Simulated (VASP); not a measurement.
A run of VASP 6.6.1:

INCAR

```
ALGO     = Normal         # electronic algorithm
EDIFF    = 1E-6           # SCF threshold, eV
ENCUT    = 500            # plane-wave cutoff, eV
GGA      = PE             # functional
GGA_COMPAT= F            
ISIF     = 2              # what is computed and relaxed
ISMEAR   = -1             # smearing method
LASPH    = T              # aspherical terms in the spheres
LCHARG   = F              # write CHGCAR
LREAL    = F              # projectors in reciprocal space
LWAVE    = F              # write WAVECAR
NBANDS   = 16             # bands
NELM     = 120            # most SCF steps
PREC     = Accurate       # precision mode
SIGMA    = 0.01           # smearing width, eV
```

Contents of KPOINTS:

```
k-points
0
Gamma
  6 6 6
```

POSCAR

```
GaP
1.0
    0.0000000000      2.7258125000      2.7258125000
    2.7258125000      0.0000000000      2.7258125000
    2.7258125000      2.7258125000      0.0000000000
Ga P
1 1
Direct
    0.0000000000      0.0000000000      0.0000000000
    0.7500000000      0.7500000000      0.7500000000
```

Potentials or basis: VASP PAW PBE potentials, release 64 (Ga_d, P).

Run with:

```bash
$ cat potpaw_PBE.64/Ga_d/POTCAR potpaw_PBE.64/P/POTCAR > POTCAR
$ mpirun -np 1 vasp_std > vasp.out
```

Hardware: 1 thread of Intel(R) Xeon(R) Platinum 8488C (Sapphire Rapids) (shared host).

Problem. How long does it take, and how much memory?

Solution. Wall time 7.9 s on 1 thread of Intel(R) Xeon(R) Platinum 8488C (Sapphire Rapids) (shared host), peak memory 0.15 GiB. Counts: scf iterations 12, k points 16.
